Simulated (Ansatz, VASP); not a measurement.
**Be in VASP and in Ansatz**

```xyz
2
Lattice="2.2634 0.0000 0.0000 -1.1317 1.9602 0.0000 0.0000 0.0000 3.5649" Properties=species:S:1:pos:R:3 pbc="T T T"
Be    0.0000    1.3068    0.8912
Be    1.1317    0.6534    2.6737
```

Alike in both runs: functional r2SCAN; k mesh 24 × 24 × 14; occupations fermi-dirac, width 0.05 eV; no spin polarisation.

Ansatz relaxed the structure, and its values are those at the end. VASP's run is a single point on that final structure, the one shown.

|  | VASP | Ansatz |
| --- | --- | --- |
| version | VASP 6.6.1 | Ansatz 0.2.0 |
| potentials or method | VASP PAW PBE potentials, release 64 (Be) | PAW with Ansatz's default frozen-core files, scalar-relativistic |
| plane-wave cutoff (eV) | 520 | 500 |
| valence electrons in the cell | 4 | 4 |

Ansatz gave:

- pressure (GPa): 0.0

Task: What did VASP give for the same quantities?

Result: Pressure (GPa): 0.2.

VASP's potentials were made for PBE, not for r2SCAN. The functional is the same, so the differences come from potentials, cutoffs and numerics.
